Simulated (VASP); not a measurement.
A run of VASP 6.6.1 is set up as follows.

The input INCAR:

```
  PREC = Accurate
  ENCUT = 520
  EDIFF = 1E-7
  ISMEAR = 0
  SIGMA = 0.1
  LREAL = False
  LASPH = True
  NELM = 60
  ALGO = Normal
  ISIF = 2
  LWAVE = False
  LCHARG = True
  GGA = PE
  LELF = True
  LVHAR = True
  NBANDS = 19
```

KPOINTS

```
Automatic mesh
0
Gamma
  6 6 6
```

File POSCAR:

```
GePt
1.0
    0.0000000000      2.6047567184      2.6047567184
    2.6047567184      0.0000000000      2.6047567184
    2.6047567184      2.6047567184      0.0000000000
Ge Pt
1 1
Direct
    0.5000000000      0.5000000000      0.5000000000
    0.0000000000      0.0000000000      0.0000000000
```

Potentials or basis: VASP PAW PBE potentials, release 64 (Ge_d, Pt).

Run with:

```bash
$ cat potpaw_PBE.64/Ge_d/POTCAR potpaw_PBE.64/Pt/POTCAR > POTCAR
$ mpirun -np 1 vasp_std > vasp.out
```

(1) Estimate the band gap on the k mesh.

(2) Estimate the pressure.

Results:

(1) zero (bands 12 and 13 overlap by 3.16 eV).

(2) -0.1 GPa.

Caveat: spin-orbit coupling is left out, which moves the levels of the heavy elements.
